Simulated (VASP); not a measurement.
Input of a VASP 6.6.1 run:

INCAR

```
ALGO = Normal
EDIFF = 1E-6
ENCUT = 520
GGA = PE
GGA_COMPAT = False
ISIF = 2
ISMEAR = -1
LASPH = True
LCHARG = False
LREAL = Auto
LWAVE = False
NBANDS = 390
NELECT = 694.0
NELM = 120
PREC = Accurate
SIGMA = 0.01
```

File KPOINTS:

```
k-points
0
Gamma
  1 1 1
```

Contents of POSCAR:

```
Ga31O48
1.0
    5.0579508900      2.9202093400      9.0826160100
   -5.0579508900      2.9202093400      9.0826160100
    0.0000000000     -5.8404185800      9.0826160400
Ga O
31 48
Direct
    0.4269695260      0.4269325545      0.4265142638
    0.3220777741      0.3220236019      0.3216197313
    0.0716735303      0.0716156017      0.0712120640
    0.1771942100      0.1771515049      0.1767314538
    0.4259685711      0.4245029578      0.9287400942
    0.3203545019      0.3256248180      0.8195025370
    0.0704495216      0.0716312254      0.5742644090
    0.1749197996      0.1747464092      0.6814265920
    0.4245521698      0.9291399081      0.4255087569
    0.3256617337      0.8199209810      0.3199064104
    0.0716748435      0.5746767617      0.0699888182
    0.1748048845      0.6818325437      0.1744528419
    0.4285614143      0.9299688133      0.9222982198
    0.3457438987      0.8127112639      0.8116174416
    0.0658502225      0.5737060827      0.5705014547
    0.1795527581      0.6787062799      0.6739785865
    0.9291947556      0.4259138707      0.4240897863
    0.8199591625      0.3203165098      0.3251980388
    0.5747223129      0.0704026673      0.0712123604
    0.6818947659      0.1748568259      0.1743395591
    0.9227597884      0.4285187303      0.9295352853
    0.8120835642      0.3456733417      0.8123009448
    0.5709629825      0.0658171130      0.5732885643
    0.6744290399      0.1795226926      0.6782938193
    0.9300112785      0.9227180088      0.4280988314
    0.8127563902      0.8120375220      0.3452634996
    0.5737533756      0.5709083499      0.0653930633
    0.6787463468      0.6743795587      0.1791032429
    0.9298170818      0.9297638982      0.9293552631
    0.8212543719      0.8212185867      0.8208080994
    0.5802956307      0.5802353296      0.5798424040
    0.3746059401      0.2222885261      0.0283320096
    0.2223314864      0.0287404411      0.3741479412
    0.0287948608      0.3745597838      0.2218688579
    0.1259209264      0.2749945367      0.4710100898
    0.4714774721      0.1258626099      0.2745839300
    0.2750469273      0.4714139980      0.1254667206
    0.3724484898      0.2232803748      0.5265177406
    0.2173896572      0.0314007023      0.8766791046
    0.0275884831      0.3749259797      0.7198787957
    0.1230845271      0.2788549205      0.9729700451
    0.4714668237      0.1297503781      0.7785561986
    0.2752358590      0.4729704795      0.6224636279
    0.3749810584      0.7202878907      0.0271214490
    0.2233250245      0.5269321637      0.3719887570
    0.0314562523      0.8770874363      0.2169222545
    0.1297885926      0.7789670981      0.4710055997
    0.4730132501      0.6228812533      0.2747724915
    0.2788970976      0.9733981072      0.1226234291
    0.3757035663      0.7221899276      0.5247823924
    0.2170173601      0.5250379466      0.8752738810
    0.0267176397      0.8745675088      0.7233716643
    0.1288334378      0.7761210590      0.9691736125
    0.4622496277      0.6162835472      0.7824180045
    0.2763716386      0.9721427278      0.6250989144
    0.8771400617      0.2173428290      0.0309947237
    0.7203535898      0.0275386384      0.3745114909
    0.5269769970      0.3723968089      0.2228649831
    0.6229205149      0.2751844379      0.4725542243
    0.9734374971      0.1230452941      0.2784323188
    0.7790108582      0.4714206831      0.1293235845
    0.8757329666      0.2169626320      0.5246221398
    0.7238284013      0.0266765158      0.8741511244
    0.5252310844      0.3756643890      0.7217820638
    0.6255527091      0.2763229442      0.9717397184
    0.9696292781      0.1287820472      0.7757185464
    0.7828784443      0.4621712972      0.6158796386
    0.8746066086      0.7237726016      0.0262604292
    0.7222377493      0.5251788965      0.3752482309
    0.5250803389      0.8756831895      0.2165549817
    0.6163394844      0.7828183645      0.4617709812
    0.9721892970      0.6255026569      0.2759124100
    0.7761788804      0.9695736011      0.1283743094
    0.8863791184      0.7317732281      0.5141219854
    0.7318173161      0.5145311020      0.8859190862
    0.5145792195      0.8863487446      0.7313556155
    0.6255526421      0.7754959723      0.9738713367
    0.9743274252      0.6255164070      0.7750779913
    0.7755395846      0.9742852865      0.6250981641
```

Potentials or basis: VASP PAW PBE potentials, release 64 (Ga_d, O).

The run is started by

```console
$ cat potpaw_PBE.64/Ga_d/POTCAR potpaw_PBE.64/O/POTCAR > POTCAR
$ mpirun -np 1 vasp_gam > vasp.out
```

Problem. Estimate the largest force.

Solution. 0.042 eV/Å.

Forces on the atoms (eV/Å):
```
Ga   0.000  0.000  0.010
Ga   0.001  0.001 -0.014
Ga  -0.001  0.000 -0.015
Ga   0.000  0.000  0.016
Ga   0.000  0.010  0.018
Ga   0.001  0.005 -0.013
Ga   0.004 -0.003 -0.010
Ga   0.004  0.003  0.013
Ga   0.009 -0.006  0.019
Ga   0.004 -0.002 -0.014
Ga  -0.005  0.000 -0.010
Ga  -0.001 -0.004  0.011
Ga   0.007 -0.012  0.012
Ga   0.008  0.000 -0.014
Ga  -0.003 -0.010 -0.009
Ga   0.002 -0.004  0.013
Ga  -0.010 -0.006  0.019
Ga  -0.004 -0.002 -0.012
Ga   0.001  0.004 -0.009
Ga  -0.005  0.001  0.012
Ga   0.007  0.011  0.013
Ga  -0.004  0.007 -0.014
Ga   0.011  0.003 -0.008
Ga   0.003  0.003  0.012
Ga  -0.014 -0.001  0.012
Ga  -0.003 -0.007 -0.013
Ga  -0.007  0.008 -0.009
Ga  -0.005  0.000  0.012
Ga   0.000  0.001  0.003
Ga   0.001  0.001 -0.019
Ga  -0.001  0.000  0.008
O    0.000  0.000 -0.003
O   -0.001  0.000 -0.003
O    0.001  0.002 -0.004
O    0.006  0.001  0.004
O   -0.006  0.003  0.005
O   -0.001 -0.007  0.004
O   -0.001  0.003 -0.001
O    0.013  0.002 -0.015
O    0.011  0.003  0.005
O   -0.002 -0.002  0.005
O   -0.001 -0.001  0.000
O   -0.008 -0.003 -0.004
O   -0.004 -0.010  0.006
O    0.004 -0.001 -0.001
O   -0.003 -0.013 -0.015
O    0.000  0.001  0.001
O    0.002  0.007 -0.006
O   -0.001  0.003  0.003
O    0.013 -0.006  0.001
O   -0.006 -0.004 -0.004
O   -0.003 -0.005  0.001
O    0.002  0.019  0.009
O   -0.007 -0.002  0.009
O   -0.012 -0.002 -0.001
O   -0.009  0.008 -0.016
O   -0.007  0.008  0.004
O   -0.003 -0.004 -0.002
O    0.006 -0.004 -0.004
O    0.003 -0.001  0.003
O    0.001  0.002  0.000
O    0.006 -0.003 -0.004
O    0.007  0.000  0.001
O   -0.002  0.014  0.000
O    0.008 -0.008 -0.001
O   -0.016 -0.008  0.008
O    0.004 -0.005  0.010
O   -0.004  0.006  0.002
O   -0.010 -0.009  0.000
O   -0.001  0.008 -0.003
O    0.002  0.006  0.009
O    0.005  0.011  0.000
O    0.015 -0.009  0.008
O   -0.001 -0.036 -0.017
O   -0.031  0.020 -0.017
O    0.033  0.019 -0.017
O   -0.006 -0.009  0.007
O    0.011 -0.002  0.007
O   -0.006  0.008  0.007
```

Caveat: the k points lie up to 0.75 Å⁻¹ apart; the cell carries a net charge on a neutralising background, which shifts energy and pressure.
